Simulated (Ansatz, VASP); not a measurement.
**Ni in VASP and in Ansatz**

```
CELL_PARAMETERS angstrom
0.00000 2.26648 2.26648
2.26648 0.00000 2.26648
2.26648 2.26648 0.00000
ATOMIC_POSITIONS crystal
Ni 0.87500 0.87500 0.87500
Ni 0.12500 0.12500 0.12500
```

Change from the starting cell: volume scaled by 0.7, PAW files.

Alike in both runs: task single point; functional PBE; k mesh 14 × 14 × 14; occupations fermi-dirac, width 0.1 eV; collinear spin.

```csv
,VASP,Ansatz
version,VASP 6.6.1,Ansatz 0.2.0
potentials or method,"VASP PAW PBE potentials, release 64 (Ni)","PAW with Ansatz's default frozen-core files, scalar-relativistic"
plane-wave cutoff (eV),520,420
valence electrons in the cell,20,36
```

Ansatz gave:

```
pressure (GPa)                                                : 75.0
net moment per atom (μB)                                      : 0.76
size of the moment on the site where the two differ most (μB) : 0.77
```

**Question.** What did VASP give for the same quantities?

**Answer.** Pressure (GPa): 71.6; net moment per atom (μB): 0.75; size of the moment on the site where the two differ most (μB): 0.73.

Site moments also hang on the region over which each program counts them. Both programs put the cell under a high pressure, so it lies far from rest at this level. VASP's potentials hold 20 valence electrons a cell and Ansatz's 36, so a difference there can come from the potentials and not from the codes.

Noted on VASP's run: the cell as given lies far from equilibrium.
